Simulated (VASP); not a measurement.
# B24N23 (a cell with a defect) in VASP: a series of runs

Runs on B24N23 (a cell with a defect). Level: PBE. Tasks: single point.

Program: VASP 6.6.1. These are calculated values, not measurements. Logs are shortened: lines on timing, memory, paths and dates and some standing lists are left out, and cuts for length are marked.

## (1) The cell of the first run

The cell holds a defect, 47 atoms: a = 8.361 Å, b = 8.702 Å, c = 8.702 Å, α = 120.00°, β = 90.00°, γ = 90.00°.

## (2) Single point, PBE

Contents of INCAR:

```
PREC     = Accurate       # precision mode
ENCUT    = 520            # plane-wave cutoff, eV
EDIFF    = 1E-6           # SCF threshold, eV
ISMEAR   = 0              # smearing method
SIGMA    = 0.01           # smearing width, eV
LREAL    = Auto         
LASPH    = T              # aspherical terms in the spheres
NELM     = 100            # most SCF steps
ALGO     = Normal         # electronic algorithm
ISIF     = 2              # what is computed and relaxed
LWAVE    = F              # write WAVECAR
LCHARG   = T              # write CHGCAR
GGA      = PE             # functional
LELF     = T              # ELF
LVHAR    = T            
NBANDS   = 122            # bands
NELECT   = 186.0
```

Contents of KPOINTS:

```
regular mesh
0
Gamma
  2 2 2
```

Contents of POSCAR:

```
B24N23
1.0
    0.0000000000      0.0000000000      8.3612182313
    7.5364148001     -4.3511511137      0.0000000000
    0.0000000001      8.7023022272      0.0000000000
B N
24 23
Direct
    0.0000000000      0.1666666667      0.3334010506
    0.0000000000      0.6666965812      0.3333562314
    0.0000000000      0.5000690324      0.5000690324
    0.0000000000      0.3333562314      0.6666965812
    0.0000000000      0.1666666667      0.8332643009
    0.0000000000     -0.0000228980      0.5000070166
    0.0000000000      0.8333263168      0.6666367521
    0.0000000000      0.6666367521      0.8333263168
    0.0000000000      0.5000070166     -0.0000228980
    0.0000000000      0.3334010506      0.1666666667
    0.0000000000     -0.0000677173     -0.0000677173
    0.0000000000      0.8332643009      0.1666666667
    0.5000000000      0.0003862160      0.1666666667
    0.5000000000      0.5008756378      0.1666666667
    0.5000000000      0.3329471174      0.3329471174
    0.5000000000      0.1666666667      0.5008756378
    0.5000000000      0.0003742902      0.6673798207
    0.5000000000      0.8336721971      0.3329590431
    0.5000000000      0.6659535126      0.4996611362
    0.5000000000      0.4996611362      0.6659535126
    0.5000000000      0.3329590431      0.8336721971
    0.5000000000      0.1666666667      0.0003862160
    0.5000000000      0.8324576956      0.8324576956
    0.5000000000      0.6673798207      0.0003742902
    0.0000000000      0.0000084249      0.1666666667
    0.0000000000      0.5000127307      0.1666666667
    0.0000000000      0.3333249084      0.3333249084
    0.0000000000      0.1666666667      0.5000127307
    0.0000000000     -0.0000016446      0.6666719447
    0.0000000000      0.8333402560      0.3333349780
    0.0000000000      0.6666613887      0.4999930774
    0.0000000000      0.4999930774      0.6666613887
    0.0000000000      0.3333349780      0.8333402560
    0.0000000000      0.1666666667      0.0000084249
    0.0000000000      0.8333206026      0.8333206026
    0.0000000000      0.6666719447     -0.0000016446
    0.5000000000      0.6669805221      0.1666666667
    0.5000000000      0.4955048900      0.3306692424
    0.5000000000      0.3306692424      0.4955048900
    0.5000000000      0.1666666667      0.6669805221
    0.5000000000      0.0026640909      0.3315023143
    0.5000000000      0.8333333333      0.5000000000
    0.5000000000      0.6663528112      0.6663528112
    0.5000000000      0.5000000000      0.8333333333
    0.5000000000      0.3315023143      0.0026640909
    0.5000000000      0.0018310191      0.8378284433
    0.5000000000      0.8378284433      0.0018310191
```

Potentials or basis: VASP PAW PBE potentials, release 64 (B, N).

Launch:

```console
cat potpaw_PBE.64/B/POTCAR potpaw_PBE.64/N/POTCAR > POTCAR
mpirun -np 1 vasp_std > vasp.out
```

OUTCAR:

```text
PREC = Accurate
   ENCUT = 520
   EDIFF = 1E-6
   ISMEAR = 0
   LREAL = Auto
   LASPH = T
   NELM = 100
   ISIF = 2
   GGA = PE
   NELECT = 186.0

 ion  position               nearest neighbor table
   1  0.000  0.167  0.333-  28 1.45  27 1.45  25 1.45
   2  0.000  0.667  0.333-  30 1.45  31 1.45  26 1.45
   3  0.000  0.500  0.500-  31 1.45  32 1.45  27 1.45
   4  0.000  0.333  0.667-  33 1.45  32 1.45  28 1.45
   5  0.000  0.167  0.833-  29 1.45  33 1.45  34 1.45
   6  0.000  1.000  0.500-  29 1.45  30 1.45  28 1.45
   7  0.000  0.833  0.667-  31 1.45  29 1.45  35 1.45
   8  0.000  0.667  0.833-  32 1.45  36 1.45  35 1.45
   9  0.000  0.500  1.000-  36 1.45  33 1.45  26 1.45
  10  0.000  0.333  0.167-  26 1.45  27 1.45  34 1.45
  11  0.000  1.000  1.000-  35 1.45  34 1.45  25 1.45
  12  0.000  0.833  0.167-  36 1.45  30 1.45  25 1.45
  13  0.500  0.000  0.167-  47 1.42  41 1.42
  14  0.500  0.501  0.167-  37 1.45  38 1.45  45 1.45
  15  0.500  0.333  0.333-  38 1.42  39 1.42
  16  0.500  0.167  0.501-  40 1.45  39 1.45  41 1.45
  17  0.500  0.000  0.667-  40 1.45  42 1.46  46 1.48
[... 28 lines left out ...]
  46  0.500  0.002  0.838-  22 1.42  23 1.45  17 1.48
  47  0.500  0.838  0.002-  13 1.42  23 1.45  24 1.48

  LATTYP: Found a hexagonal cell.
 ALAT       =     8.7023022272
 C/A-ratio  =     0.9608053148

  Lattice vectors:

 A1 = (   7.5364148001,  -4.3511511137,   0.0000000000)
 A2 = (   0.0000000001,   8.7023022272,   0.0000000000)
 A3 = (   0.0000000000,   0.0000000000,   8.3612182313)

Analysis of symmetry for initial positions (statically):
=====================================================================
 Subroutine PRICEL returns:
 Original cell was already a primitive cell.

 Routine SETGRP: Setting up the symmetry group for a
 hexagonal supercell.

 Subroutine GETGRP returns: Found 12 space group operations
 (whereof  4 operations were pure point group operations)
 out of a pool of 24 trial point group operations.

The static configuration has the point symmetry C_2v.
 The point group associated with its full space group is D_3h.

Analysis of symmetry for dynamics (positions and initial velocities):
=====================================================================
 Subroutine PRICEL returns:
 Original cell was already a primitive cell.

[... 179 lines left out ...]
   EDIFFG = 0.1E-04   stopping-criterion for IOM
   NSW    =      0    number of steps for IOM
   IBRION =     -1    ionic relax: 0-MD 1-quasi-New 2-CG
   NFREE  =      0    steps in history (QN), initial steepest desc. (CG)
   ISIF   =      2    stress and relaxation
   ISYM   =      2    0-nonsym 1-usesym 2-fastsym
   POTIM  = 0.5000    time-step for ionic-motion
   TEBEG  =    0.0;   TEEND  =   0.0 temperature during run
   PSTRESS=    0.0 pullay stress
   NELECT =     186.0000    total number of electrons
   NUPDOWN=      -1.0000    fix difference up-down
   EMIN   =  10.00;   EMAX   =-10.00  energy-range for DOS
   EFERMI =   0.00;   METHOD = LEGACY
   ISMEAR =     0;   SIGMA  =   0.01  broadening in eV -4-tet -1-fermi 0-gaus
   EFERMI_NEDOS =   21; number of points for ismear=-14 and -15
   IALGO  =     38    algorithm
   IMIX   =      4    mixing-type and parameters
     AMIX     =   0.40;   BMIX     =  1.00
     AMIX_MAG =   1.60;   BMIX_MAG =  1.00
  volume/ion in A,a.u.               =      11.67        78.73
  Fermi-wavevector in a.u.,A,eV,Ry     =   1.141711  2.157522 17.735259  1.303505
  Thomas-Fermi vector in A             =   2.278411
   LORBIT       =      0    0 simple, 1 ext, 2 COOP (PROOUT), +10 PAW based schemes
   GGA     = PE    functional components
   LHFCALC =     F    Hartree Fock is set to
   AEXX    =    0.0000 exact exchange contribution
   IVDW    =     0    specifies the selected vdW correction
   LEPSILON=     F    determine dielectric tensor
   LRPA    =     F    only Hartree local field effects (RPA)
 non-spin polarized calculation
 Gauss-broadening in eV      SIGMA  =   0.01
  energy-cutoff  :      520.00
  volume of cell :      548.36
 maximum number of plane-waves:     14827
 NGX is ok and might be reduce to    64
   NGX = 31   NGY = 33   NGZ = 33

 number of electron     185.9999979 magnetization

 Free energy of the ion-electron system (eV)
  ---------------------------------------------------
  ext. energy  EPLUGINS =         0.00000000
  ---------------------------------------------------
  free energy    TOTEN  =      -409.54263495 eV

  energy without entropy =     -409.54263495  energy(sigma->0) =     -409.54263495

 E-fermi :   1.1999     XC(G=0):  -8.4744

 val. band max:        1.0940635657   @ k =   0.5000   0.0000   0.0000
 cond. band min:       3.0350979564   @ k =   0.5000   0.5000   0.0000
 fundamental gap:      1.9410343907
 Fermi energy:         1.1999468837

 k-point     1 :       0.0000    0.0000    0.0000
  band No.  band energies     occupation
      1     -17.7325      2.00000
      2     -16.5075      2.00000
      3     -16.5075      2.00000
      4     -16.4888      2.00000
      5     -16.3494      2.00000
      6     -16.3494      2.00000
[... 421 lines left out ...]
    104       6.1657      0.00000
    105       6.2020      0.00000
 [bands above 105 left out]

------------------------ aborting loop because EDIFF is reached ----------------------------------------

  FORCE on cell =-STRESS in cart. coord.  units (eV):
  Direction    XX          YY          ZZ          XY          YZ          ZX
  --------------------------------------------------------------------------------------
  -------------------------------------------------------------------------------------
  Total      -14.0078258    -14.0078258     -7.5348310      0.0000000      0.0000000      0.0000000
  in kB      -40.9272721    -40.9272721    -22.0148427      0.0000000      0.0000000      0.0000000
  external PRESSURE =     -34.6231290 kB  Pullay stress =       0.0000000 kB

 VOLUME and BASIS-vectors are now :
 -----------------------------------------------------------------------------
  energy-cutoff  :      520.00
  volume of cell :      548.36
      direct lattice vectors                 reciprocal lattice vectors
     0.000000000  0.000000000  8.361218231     0.000000000  0.000000000  0.119599797
     7.536414800 -4.351151114  0.000000000     0.132689087 -0.000000000  0.000000000
     0.000000000  8.702302227  0.000000000     0.066344544  0.114912120  0.000000000

 POSITION                                       TOTAL-FORCE (eV/Angst)
 -----------------------------------------------------------------------------------
      1.25607      2.17616      0.00000         0.000000      0.000034     -0.000000
      5.02450      0.00007      0.00000         0.000070     -0.000078      0.000000
      3.76873      2.17588      0.00000         0.000652      0.000377     -0.000000
      2.51231      4.35131      0.00000        -0.000033      0.000100     -0.000000
      1.25607      6.52613      0.00000        -0.000000     -0.000753     -0.000000
      7.53624      0.00016      0.00000         0.000033      0.000100     -0.000000
[... 39 lines left out ...]
      0.01380      7.28307      4.18061         0.005649      0.017563     -0.000000
      6.31422     -3.62958      4.18061         0.018035     -0.003889     -0.000000
 -----------------------------------------------------------------------------------
    total drift:                                0.000099      0.000064      0.000000

  FREE ENERGIE OF THE ION-ELECTRON SYSTEM (eV)
  ---------------------------------------------------
  free  energy   TOTEN  =      -409.5426349500 eV

  energy  without entropy=     -409.5426349500  energy(sigma->0) =     -409.54263495
```

Run time: 16 min. Hardware: 1 thread of AMD EPYC 7R43 (Zen 3), shared host; peak memory 0.65 GiB.

What came out:

```
Free energy   : -409.5426 eV
Largest force : 0.018 eV/Å
```

Forces on the atoms (eV/Å):
```
B    0.000  0.000  0.000
B    0.000  0.000  0.000
B    0.001  0.000  0.000
B    0.000  0.000  0.000
B    0.000 -0.001  0.000
B    0.000  0.000  0.000
B    0.000  0.000  0.000
B    0.000  0.000  0.000
B    0.000  0.000  0.000
B    0.000  0.000  0.000
B    0.000  0.000  0.000
B   -0.001  0.000  0.000
B    0.004 -0.003  0.000
B   -0.004  0.002  0.000
B   -0.004 -0.003  0.000
B    0.000 -0.005  0.000
B    0.006 -0.006  0.000
B   -0.008 -0.002  0.000
B    0.002  0.008  0.000
B    0.008 -0.002  0.000
B   -0.006 -0.006  0.000
B    0.000  0.005  0.000
B    0.004  0.002  0.000
B   -0.002  0.008  0.000
N   -0.001  0.000  0.000
N   -0.001  0.001  0.000
N    0.001  0.000  0.000
N    0.000 -0.001  0.000
N    0.001 -0.001  0.000
N   -0.001  0.000  0.000
N    0.001  0.001  0.000
N    0.001  0.000  0.000
N   -0.001 -0.001  0.000
N    0.000 -0.001  0.000
N    0.001  0.001  0.000
N   -0.001  0.001  0.000
N   -0.005  0.003  0.000
N   -0.018 -0.004  0.000
N   -0.012 -0.014  0.000
N    0.000 -0.006  0.000
N    0.012 -0.014  0.000
N    0.000  0.000  0.000
N    0.005  0.003  0.000
N    0.000  0.000  0.000
N   -0.006  0.018  0.000
N    0.006  0.018  0.000
N    0.018 -0.004  0.000
```

Caveat: the cell carries a net charge on a neutralising background, which shifts energy and pressure; the cell is charged against a uniform background, so pressure and absolute levels hang on convention.

(Part 1 of 2 ends here.)
